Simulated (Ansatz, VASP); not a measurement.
## LaBRh3: VASP beside Ansatz

```
La B Rh
1.0
     4.24200    0.00000    0.00000
     0.00000    4.24200    0.00000
     0.00000    0.00000    4.24200
La B Rh
1 1 3
Direct
  0.00000 0.00000 0.00000
  0.50000 0.50000 0.50000
  0.00000 0.50000 0.50000
  0.50000 0.00000 0.50000
  0.50000 0.50000 0.00000
```

Alike in both runs: task single point; functional LDA; k mesh 5 × 5 × 5; occupations methfessel-paxton of order 1, width 0.1 eV; no spin polarisation.

|  | VASP | Ansatz |
| --- | --- | --- |
| version | VASP 6.6.1 | Ansatz 0.2.0 |
| potentials or method | VASP PAW LDA potentials, release 64 (La, B, Rh_pv), cutoff 520 eV | plane waves, PAW |
| valence electrons in the cell | 59 | 65 |

Ansatz gave:

```
pressure (GPa) : -6.8
```

**Question.** What did VASP give for the same quantities?

**Answer.** Pressure (GPa): -6.4.

LDA's correlation is that of Perdew and Zunger in VASP and of Perdew and Wang (1992) in Ansatz. VASP's potentials hold 59 valence electrons a cell and Ansatz's 65, so a difference there can come from the potentials and not from the codes.

Spin-orbit coupling is off throughout.
